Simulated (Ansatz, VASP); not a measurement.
# One calculation of C, two programs

```
CELL_PARAMETERS angstrom
0.00000 2.08944 3.26416
1.20714 0.00000 3.26416
1.20714 2.08944 0.00000
ATOMIC_POSITIONS crystal
C 0.13146 0.86854 0.13146
C 0.86854 0.13146 0.86854
```

Alike in both runs: task single point; functional PBEsol; dispersion D3(BJ); k mesh 16 × 16 × 16; occupations gaussian, width 0.03 eV; no spin polarisation.

|  | VASP | Ansatz |
| --- | --- | --- |
| version | VASP 6.6.1 | Ansatz 0.2.0 |
| potentials or method | VASP PAW PBE potentials, release 64 (C), cutoff 520 eV | scalar-relativistic, plane waves, PAW |
| valence electrons in the cell | 8 | 8 |

```tsv
	VASP	Ansatz	Ansatz less VASP
gap on the k mesh at the Fermi level (eV)	none	none	-
rms of the force components (eV/Å)	17.242	16.983	-0.2594
```

VASP's potentials were made for PBE, not for PBEsol, and Ansatz warns of the same on its side. Atom by atom the forces differ by 0.259 eV/Å (rms over components). A gap of «none» marks a metal or a gap that the smearing closes.
